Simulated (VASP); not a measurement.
Here is a VASP 6.6.1 calculation.

Contents of INCAR:

```
PREC = Accurate
ENCUT = 520
EDIFF = 1E-6
ISMEAR = -1
SIGMA = 0.1
LREAL = False
LASPH = True
NELM = 100
ALGO = Normal
ISIF = 2
LWAVE = False
LCHARG = False
GGA = PS
NBANDS = 8
```

Contents of KPOINTS:

```
Automatic mesh
0
Gamma
  13 13 13
```

The input POSCAR:

```
Sb
1.0
   -1.9376278024      1.9376278024      1.9376278024
    1.9376278024     -1.9376278024      1.9376278024
    1.9376278024      1.9376278024     -1.9376278024
Sb
1
Direct
    0.0000000000      0.0000000000      0.0000000000
```

Potentials or basis: VASP PAW PBE potentials, release 64 (Sb).

Run with:

```console
$ cat potpaw_PBE.64/Sb/POTCAR > POTCAR
$ mpirun -np 1 vasp_std > vasp.out
```

**Question.** Estimate the pressure.

**Answer.** -6.1 GPa.

Caveat: the PAW data sets were made with another functional, which shifts forces and pressure a little.
